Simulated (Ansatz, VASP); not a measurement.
**TlSbS4 in VASP and in Ansatz**

```xyz
6
Lattice="0.0000 3.9642 3.9642 3.9642 0.0000 3.9642 3.9642 3.9642 0.0000" Properties=species:S:1:pos:R:3 pbc="T T T"
Tl    0.0000    0.0000    0.0000
Sb    5.9462    5.9462    5.9462
S     4.9341    2.9943    4.9341
S     4.9341    4.9341    2.9943
S     2.9943    2.9943    2.9943
S     2.9943    4.9341    4.9341
```

Alike in both runs: functional r2SCAN; k mesh 8 × 8 × 8; occupations gaussian, width 0.1 eV; no spin polarisation.

Ansatz relaxed the structure, and its values are those at the end. VASP's run is a single point on that final structure, the one shown.

|  | VASP | Ansatz |
| --- | --- | --- |
| version | VASP 6.6.1 | Ansatz 0.2.0 |
| potentials or method | VASP PAW PBE potentials, release 64 (Tl_d, Sb, S), cutoff 520 eV | scalar-relativistic, plane waves, PAW |
| valence electrons in the cell | 42 | 52 |

Ansatz gave:

```
gap on the k mesh at the Fermi level (eV) : none
pressure (GPa)                            : 0.0
rms of the force components (eV/Å)        : 0.003
```

Question: Which values does VASP return?

Answer: gap on the k mesh at the Fermi level (eV): none; pressure (GPa): -0.2; rms of the force components (eV/Å): 0.007.

VASP's potentials were made for PBE, not for r2SCAN. A gap of «none» marks a metal or a gap that the smearing closes. VASP's potentials hold 42 valence electrons a cell and Ansatz's 52, so a difference there can come from the potentials and not from the codes.

Spin-orbit coupling is off throughout.
